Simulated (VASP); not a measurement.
Here is a VASP 6.6.1 calculation.

Contents of INCAR:

```
PREC = Accurate
ENCUT = 910
EDIFF = 1E-6
ISMEAR = 0
SIGMA = 0.01
LREAL = F
LASPH = T
NELM = 120
ALGO = Normal
ISIF = 2
LWAVE = F
LCHARG = F
GGA = CA
NBANDS = 16
GGA_COMPAT = F
```

The input KPOINTS:

```
regular mesh
0
Gamma
  6 6 6
```

Contents of POSCAR:

```
GaN
1.0
    0.0000000000      2.2489525415      2.2489525415
    2.2489525415      0.0000000000      2.2489525415
    2.2489525415      2.2489525415      0.0000000000
Ga N
1 1
Direct
    0.0000000000      0.0000000000      0.0000000000
    0.2500000000      0.2500000000      0.2500000000
```

Potentials or basis: VASP PAW LDA potentials, release 64 (Ga_d, N_h).

The run is started by

```bash
$ cat potpaw_LDA.64/Ga_d/POTCAR potpaw_LDA.64/N_h/POTCAR > POTCAR
$ mpirun -np 1 vasp_std > vasp.out
```

(1) Estimate the pressure.

(2) Estimate the band gap on the k mesh.

Results:

(1) -4.7 GPa.

(2) 1.79 eV, direct.

Caveat: the cutoff is under 1.25 times the usual one of these potentials, so pressure, stress and relaxed cells hold a basis-set (Pulay) error.
